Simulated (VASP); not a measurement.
**TePt3: relaxation of cell and atoms with PBE**

The system is TePt3.

```
Te Pt
1.0
     6.11954    0.00000    0.00000
    -3.05977    5.29968    0.00000
     0.00000    0.00000    4.91188
Te Pt
2 6
Direct
  0.33333 0.66667 0.25000
  0.66667 0.33333 0.75000
  0.83300 0.66600 0.25000
  0.16700 0.83300 0.75000
  0.33400 0.16700 0.25000
  0.16700 0.33400 0.75000
  0.83300 0.16700 0.25000
  0.66600 0.83300 0.75000
```

* Program: VASP 6.6.1
* Task: relaxation of cell and atoms
* Functional: PBE
* Potentials or basis: VASP PAW PBE potentials, release 64 (Te, Pt)
* Cutoff: 600 eV
* k mesh: 3 × 3 × 4
* Occupations: gaussian, width 0.1 eV
* Spin: no spin polarisation
* Dipole correction: no
* Further INCAR settings: ALGO = Fast; EDIFF = 1e-06; IBRION = 2; EDIFFG = -0.04; NSW = 90; ISIF = 3

```
Relaxed volume                         : 17.57 Å³/atom
Relaxed cell                           : a = 5.652 Å, b = 5.652 Å, c = 5.082 Å, α = 90.00°, β = 90.00°, γ = 120.00°
Space group after relaxing (to 0.05 Å) : P6_3/mmc (No. 194)
Energy gained by relaxing              : 166.8 meV/atom
Ionic steps                            : 14
Pressure after relaxing                : 0.0 GPa
Largest force after relaxing           : 0.013 eV/Å
Band gap on the k mesh                 : zero (band 36 reaches 11.83 eV, above the bottom of band 37 at 10.65 eV)
```

Forces in eV/Å, atoms in the order of the input:
```
Te   0.000  0.000  0.000
Te   0.000  0.000  0.000
Pt   0.000  0.013  0.000
Pt  -0.012  0.007  0.000
Pt  -0.012 -0.007  0.000
Pt   0.000 -0.013  0.000
Pt   0.012 -0.007  0.000
Pt   0.012  0.007  0.000
```

Stress tensor (GPa, compression positive):
```
-0.04  0.00  0.00
 0.00 -0.04  0.00
 0.00  0.00  0.07
```

Step by step:
| step | energy change (eV) | largest force (eV/Å) | pressure (GPa) | volume (Å³) |
| --- | --- | --- | --- | --- |
| 1 | 0.0000 | 0.3260 | -16.07 | 159.30 |
| 2 | 1.7029 | 0.2507 | 49.35 | 117.54 |
| 3 | -1.1290 | 0.4312 | -0.71 | 140.61 |
| 4 | -1.1313 | 0.4329 | 0.01 | 140.04 |
| 5 | -1.1315 | 0.4338 | 0.47 | 139.67 |
| 6 | -1.2269 | 0.1947 | 0.85 | 139.22 |
| 7 | -1.2747 | 0.1931 | 1.99 | 138.61 |
| 8 | -1.2791 | 0.1738 | -3.37 | 143.14 |
| 9 | -1.2975 | 0.1805 | -0.92 | 140.95 |
| 10 | -1.3222 | 0.1067 | -0.42 | 140.62 |
| 11 | -1.3338 | 0.0159 | 0.64 | 140.09 |
| 12 | -1.3340 | 0.0046 | 0.48 | 140.17 |
| 13 | -1.3323 | 0.0458 | -0.92 | 141.39 |
| 14 | -1.3348 | 0.0133 | 0.00 | 140.60 |

Final structure:
```yaml
crystal:
  lattice:
    - [5.65176, 0.00000, 0.00000]
    - [-2.82588, 4.89457, 0.00000]
    - [0.00000, 0.00000, 5.08245]
  atoms:
    - { symbol: Te, position: [0.33333, 0.66667, 0.25000] }
    - { symbol: Te, position: [0.66667, 0.33333, 0.75000] }
    - { symbol: Pt, position: [0.83574, 0.67148, 0.25000] }
    - { symbol: Pt, position: [0.16426, 0.83574, 0.75000] }
    - { symbol: Pt, position: [0.32852, 0.16426, 0.25000] }
    - { symbol: Pt, position: [0.16426, 0.32852, 0.75000] }
    - { symbol: Pt, position: [0.83574, 0.16426, 0.25000] }
    - { symbol: Pt, position: [0.67148, 0.83574, 0.75000] }
```

Levels at points of the mesh, in eV from the Fermi level:
```tsv
k point	band 34	band 35	band 36	band 37	band 38	band 39
(0.00, 0.00, 0.00)	-0.50	-0.04	0.09	0.09	0.09	0.34
(0.00, 0.00, 0.50)	-0.55	-0.55	-0.55	0.03	0.03	0.23
```

It took 8.5 min on 1 thread of Intel(R) Xeon(R) 6975P-C (Granite Rapids) (shared host), peak memory 0.36 GiB.

Caveat: the k points lie up to 0.43 Å⁻¹ apart in the final cell; spin-orbit coupling is left out, which moves the levels of the heavy elements.
